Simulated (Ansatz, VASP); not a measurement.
Cu in VASP and in Ansatz

```
CELL_PARAMETERS angstrom
-1.51493 1.51493 1.34168
1.51493 -1.51493 1.34168
1.51493 1.51493 -1.34168
ATOMIC_POSITIONS crystal
Cu 0.00000 0.00000 0.00000
```

Change from the starting cell: strain +0.050 along x and y, -0.025 along z, atoms carried along.

Alike in both runs: task single point; functional PBEsol; k mesh 24 × 24 × 24; occupations gaussian, width 0.15 eV; no spin polarisation.

|  | VASP | Ansatz |
| --- | --- | --- |
| version | VASP 6.6.1 | Ansatz 0.2.0 |
| potentials or method | VASP PAW PBE potentials, release 64 (Cu), cutoff 520 eV | scalar-relativistic, plane waves, PAW |
| valence electrons in the cell | 11 | 19 |

```tsv
	VASP	Ansatz	Ansatz less VASP
gap on the k mesh at the Fermi level (eV)	none	none	-
pressure (GPa)	-10.0	-10.6	-0.65
traceless stress, the component that is largest in VASP (GPa)	0.61	0.57	-0.038
```

VASP's potentials were made for PBE, not for PBEsol. A gap of «none» marks a metal or a gap that the smearing closes. With one functional, cell and mesh, what is left measures potentials, basis and numerics. VASP's potentials hold 11 valence electrons a cell and Ansatz's 19, so a difference there can come from the potentials and not from the codes.
